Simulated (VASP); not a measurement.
# KMgF3 (Pm-3m) in VASP: notebook, part 2 of 2

VASP 6.6.1. Earlier steps stand in the parts before.

### 4 Single point, PBE (volume changed by +6%)

The input, INCAR:

```
SYSTEM = KMgF3
PREC = Accurate
ENCUT = 520
EDIFF = 1E-6
ISMEAR = 0
SIGMA = 0.01
LREAL = .False.
LASPH = .True.
NELM = 80
ALGO = Normal
ISIF = 2
LWAVE = .False.
LCHARG = .True.
GGA = PE
LELF = .True.
LVHAR = .True.
NBANDS = 24
```

The input, KPOINTS:

```
regular mesh
0
Gamma
  6 6 6
  0 0 0
```

The input, POSCAR:

```
KMgF3
1.0
    4.1333717751      0.0000000000      0.0000000000
    0.0000000000      4.1333717751      0.0000000000
    0.0000000000      0.0000000000      4.1333717751
K Mg F
1 1 3
Direct
    0.0000000000      0.0000000000      0.0000000000
    0.5000000000      0.5000000000      0.5000000000
    0.5000000000      0.5000000000      0.0000000000
    0.5000000000      0.0000000000      0.5000000000
    0.0000000000      0.5000000000      0.5000000000
```

Potentials or basis: VASP PAW PBE potentials, release 64 (K_sv, Mg, F).

Run with:

```
> cat potpaw_PBE.64/K_sv/POTCAR potpaw_PBE.64/Mg/POTCAR potpaw_PBE.64/F/POTCAR > POTCAR
> mpirun -np 1 vasp_std > vasp.out
```

OUTCAR:

```text
SYSTEM = KMgF3
   PREC = Accurate
   ENCUT = 520
   EDIFF = 1E-6
   ISMEAR = 0
   LREAL = .False.
   LASPH = .True.
   NELM = 80
   ISIF = 2
   GGA = PE

 ion  position               nearest neighbor table
   1  0.000  0.000  0.000-   2 3.58   2 3.58   2 3.58   2 3.58   2 3.58   2 3.58   2 3.58   2 3.58

   2  0.500  0.500  0.500-   3 2.07   4 2.07   5 2.07   3 2.07   4 2.07   5 2.07   1 3.58   1 3.58
                             1 3.58   1 3.58   1 3.58   1 3.58   1 3.58   1 3.58
   3  0.500  0.500  0.000-   2 2.07   2 2.07
   4  0.500  0.000  0.500-   2 2.07   2 2.07
[... 739 lines left out ...]
  -------------------------------------------------------------------------------------
  Total       -1.6706002     -1.6706002     -1.6706002      0.0000000     -0.0000000      0.0000000
  in kB      -37.9026620    -37.9026620    -37.9026620      0.0000000     -0.0000000      0.0000000
  external PRESSURE =     -37.9026620 kB  Pullay stress =       0.0000000 kB

 VOLUME and BASIS-vectors are now :
 -----------------------------------------------------------------------------
  energy-cutoff  :      520.00
  volume of cell :       70.62
      direct lattice vectors                 reciprocal lattice vectors
     4.133371775  0.000000000  0.000000000     0.241933234  0.000000000  0.000000000
     0.000000000  4.133371775  0.000000000     0.000000000  0.241933234  0.000000000
     0.000000000  0.000000000  4.133371775     0.000000000  0.000000000  0.241933234

 POSITION                                       TOTAL-FORCE (eV/Angst)
 -----------------------------------------------------------------------------------
      0.00000      0.00000      0.00000         0.000000      0.000000      0.000000
      2.06669      2.06669      2.06669         0.000000      0.000000      0.000000
      2.06669      2.06669      0.00000         0.000000      0.000000      0.000000
      2.06669      0.00000      2.06669         0.000000      0.000000      0.000000
      0.00000      2.06669      2.06669         0.000000      0.000000      0.000000
 -----------------------------------------------------------------------------------
    total drift:                                0.000000     -0.000000     -0.000000

  FREE ENERGIE OF THE ION-ELECTRON SYSTEM (eV)
  ---------------------------------------------------
  free  energy   TOTEN  =       -24.4028895176 eV

  energy  without entropy=      -24.4028895176  energy(sigma->0) =      -24.40288952
```

OSZICAR:

```text
N       E                     dE             d eps       ncg     rms          rms(c)
DAV:   1     0.215871085781E+03    0.21587E+03   -0.17154E+04   960   0.129E+03
DAV:   2    -0.159964109541E+02   -0.23187E+03   -0.22268E+03  1208   0.329E+02
DAV:   3    -0.263222640729E+02   -0.10326E+02   -0.10283E+02  1256   0.657E+01
DAV:   4    -0.266602705652E+02   -0.33801E+00   -0.33793E+00  1344   0.951E+00
DAV:   5    -0.266624872769E+02   -0.22167E-02   -0.22167E-02  1264   0.792E-01    0.893E+00
DAV:   6    -0.244136468083E+02    0.22488E+01   -0.76157E+00  1176   0.184E+01    0.367E+00
DAV:   7    -0.244066632110E+02    0.69836E-02   -0.28035E-01  1160   0.271E+00    0.219E+00
DAV:   8    -0.244031264694E+02    0.35367E-02   -0.80184E-02  1192   0.258E+00    0.327E-01
DAV:   9    -0.244026279288E+02    0.49854E-03   -0.15837E-02  1272   0.843E-01    0.144E-01
DAV:  10    -0.244029130205E+02   -0.28509E-03   -0.88186E-04  1232   0.203E-01    0.873E-02
DAV:  11    -0.244028973781E+02    0.15642E-04   -0.57790E-05  1208   0.590E-02    0.415E-02
DAV:  12    -0.244028891320E+02    0.82460E-05   -0.47922E-05  1072   0.461E-02    0.334E-03
DAV:  13    -0.244028895176E+02   -0.38559E-06   -0.20552E-06  1048   0.859E-03
   1 F= -.24402890E+02 E0= -.24402890E+02  d E =-.901240E-41
```

Run time: 13 s. Hardware: 1 thread of Intel Xeon 6975P-C (Granite Rapids), shared host; peak memory 0.19 GiB.

Results:

| Item | Value |
| --- | --- |
| Free energy | -24.4029 eV |
| Pressure | -3.8 GPa |
| Band gap on the k mesh | 6.53 eV, indirect (least direct gap 6.84 eV) |

Levels at points of the mesh, in eV from the valence-band top:
| k point | band 12 | band 13 | band 14 | band 15 | band 16 | band 17 | band 18 | band 19 | band 20 | band 21 |
| --- | --- | --- | --- | --- | --- | --- | --- | --- | --- | --- |
| (0.00, 0.00, 0.00) | -0.53 | -0.53 | -0.32 | -0.32 | -0.32 | 6.53 | 9.92 | 9.92 | 11.95 | 11.95 |
| (0.50, 0.00, 0.00) | -0.74 | -0.74 | -0.72 | -0.47 | -0.47 | 9.38 | 9.44 | 10.83 | 12.29 | 12.29 |
| (0.50, 0.50, 0.00) | -0.87 | -0.87 | -0.80 | -0.80 | -0.02 | 10.24 | 11.14 | 11.64 | 11.64 | 12.36 |
| (0.50, 0.50, 0.50) | -1.03 | -1.03 | 0.00 | 0.00 | 0.00 | 10.01 | 10.01 | 10.01 | 13.09 | 13.59 |

### 5 Summary

| cell | gap on the mesh (eV) | pressure (GPa) |
| --- | --- | --- |
| a = 4.054 Å, 5 atoms | 6.93 | -0.4 |
| a = 4.094 Å, 5 atoms | 6.72 | -2.2 |
| a = 4.133 Å, 5 atoms | 6.53 | -3.8 |

Alike in all rows: task single point; level PBE; potentials or basis VASP PAW PBE potentials, release 64 (K_sv, Mg, F); no spin polarisation; k mesh 6 × 6 × 6; cutoff (eV) 520; smearing gaussian 0.01 eV.

Total energies depend on the potentials used, so only differences within one code and one set of settings carry meaning.
